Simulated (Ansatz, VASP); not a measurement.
## LiCl: VASP beside Ansatz

The input POSCAR:

```
LiCl
1.0
    2.3993231829      2.3993231829      0.0000000000
   -2.3993231829      2.3993231829      0.0000000000
    0.0000000000      2.3993231829      2.3993231829
Li Cl
1 1
Direct
    0.0000000000      0.0000000000      0.0000000000
    0.5000000000      0.5000000000      0.0000000000
```

INCAR.step1

```
SYSTEM = LiCl
PREC = Accurate
ENCUT = 520
ISMEAR = 0
SIGMA = 0.01
LREAL = .False.
LASPH = .True.
NELM = 100
NBANDS = 12
GGA = PE
ALGO = Normal
EDIFF = 1E-4
LWAVE = .True.
LCHARG = .False.
```

The input INCAR.step2:

```
SYSTEM = LiCl
PREC = Accurate
ENCUT = 520
EDIFF = 1E-6
ISMEAR = 0
SIGMA = 0.01
LREAL = .False.
LASPH = .True.
NELM = 100
ALGO = Normal
ISIF = 2
LWAVE = .False.
LCHARG = .False.
METAGGA = R2SCAN
LMIXTAU = .True.
NBANDS = 12
ISTART = 1
```

Contents of KPOINTS:

```
Automatic mesh
0
Gamma
  8 8 8
  0 0 0
```

Input for Ansatz:

```yaml
crystal:
  lattice:
    - [2.39932318291, 2.39932318291, 0.0]
    - [-2.39932318291, 2.39932318291, 0.0]
    - [0.0, 2.39932318291, 2.39932318291]
  atoms:
    - { symbol: Li, position: [0.0, 0.0, 0.0] }
    - { symbol: Cl, position: [0.5, 0.5, 0.0] }
kpoints:
  mp_grid: { grid: [8, 8, 8] }
scf:
  occupations: { method: fixed }
  convergence: { dr2_threshold: 1.0e-10 }
hamiltonian:
  xc: r2scan
  pseudopotentials: { kind: paw }
output:
  forces: true
  stress: true
  eigenstates:
    kpoints:
      - [0.0, 0.0, 0.0]
      - [0.5, 0.0, 0.0]
      - [0.0, 0.5, 0.5]
      - [0.0, -0.5, 0.0]
      - [0.5, 0.0, 0.5]
      - [-0.056190789, -0.05619079, 0.0]
      - [-0.056190789, 0.05619079, 0.05619079]
      - [0.0, -0.112381579, -0.056190789]
      - [-0.056190789, -0.05619079, -0.112381579]
      - [-0.056190789, 0.05619079, -0.056190789]
      - [-0.112381579, 0.0, -0.056190789]
      - [-0.5, -0.5, -0.5]
      - [-0.5, 0.5, 0.0]
      - [0.0, 0.0, -0.5]
  eigenvalues: true
```

Alike in both runs: task single point; functional r2SCAN; k mesh 8 × 8 × 8; no spin polarisation.

```csv
,VASP,Ansatz
version,VASP 6.6.1,Ansatz 0.2.0
potentials or method,"VASP PAW PBE potentials, release 64 (Li_sv, Cl)","PAW with Ansatz's default frozen-core files, scalar-relativistic"
plane-wave cutoff (eV),520,500
occupations,"gaussian, width 0.01 eV",fixed
valence electrons in the cell,10,10
```

|  | VASP | Ansatz | Ansatz less VASP |
| --- | --- | --- | --- |
| gap on the k mesh at the Fermi level (eV) | 7.75 | 7.72 | -0.035 |

VASP's potentials were made for PBE, not for r2SCAN.

Noted on VASP's run: the cutoff is under 1.25 times that of the potentials, so the pressure is a little rough.
